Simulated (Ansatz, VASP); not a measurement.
**BN in VASP and in Ansatz**

INCAR

```
  PREC = Accurate
  ENCUT = 520
  EDIFF = 1E-7
  ISMEAR = 0
  SIGMA = 0.01
  LREAL = False
  LASPH = True
  NELM = 80
  ALGO = Normal
  ISIF = 2
  LWAVE = False
  LCHARG = False
  GGA = PE
  NBANDS = 16
```

File KPOINTS:

```
Automatic mesh
0
Gamma
  9 9 6
```

Contents of POSCAR:

```
BN
1.0
    2.5286995656      0.0000000000      0.0000000000
   -1.2643497828      2.1899180624      0.0000000000
    0.0000000000      0.0000000000      4.1818568053
B N
2 2
Direct
    0.6666666667      0.3333333333      0.0001896661
    0.3333333333      0.6666666667      0.5001896661
    0.6666666667      0.3333333333      0.3748103339
    0.3333333333      0.6666666667      0.8748103339
```

Input for Ansatz:

```yaml
crystal:
  lattice:
    - [2.5286995656, 0.0, 0.0]
    - [-1.2643497828, 2.1899180624, 0.0]
    - [0.0, 0.0, 4.1818568053]
  atoms:
    - { symbol: B, position: [0.6666666667, 0.3333333333, 0.0001896661] }
    - { symbol: B, position: [0.3333333333, 0.6666666667, 0.5001896661] }
    - { symbol: "N", position: [0.6666666667, 0.3333333333, 0.3748103339] }
    - { symbol: "N", position: [0.3333333333, 0.6666666667, 0.8748103339] }
kpoints:
  mp_grid: { grid: [9, 9, 6] }
hamiltonian:
  xc: pbe
scf:
  occupations: { method: fixed }
  n_extra_bands: 5
output:
  forces: true
  stress: true
  eigenvalues: true
```

Alike in both runs: task single point; functional PBE; k mesh 9 × 9 × 6; no spin polarisation.

|  | VASP | Ansatz |
| --- | --- | --- |
| version | VASP 6.6.1 | Ansatz 0.2.0 |
| potentials or method | VASP PAW PBE potentials, release 64 (B, N) | plane waves, PAW |
| plane-wave cutoff (eV) | 520 | 420 |
| occupations | gaussian, width 0.01 eV | fixed |
| valence electrons in the cell | 16 | 16 |

```csv
,VASP,Ansatz,Ansatz less VASP
gap on the k mesh at the Fermi level (eV),5.16,5.18,+0.018
pressure (GPa),12.3,12.0,-0.34
"traceless stress, the component that is largest in VASP (GPa)",0.06,0.10,+0.034
rms of the force components (eV/Å),0.015,0.014,-0.0011
```

Atom by atom the forces differ by 0.001 eV/Å (rms over components).
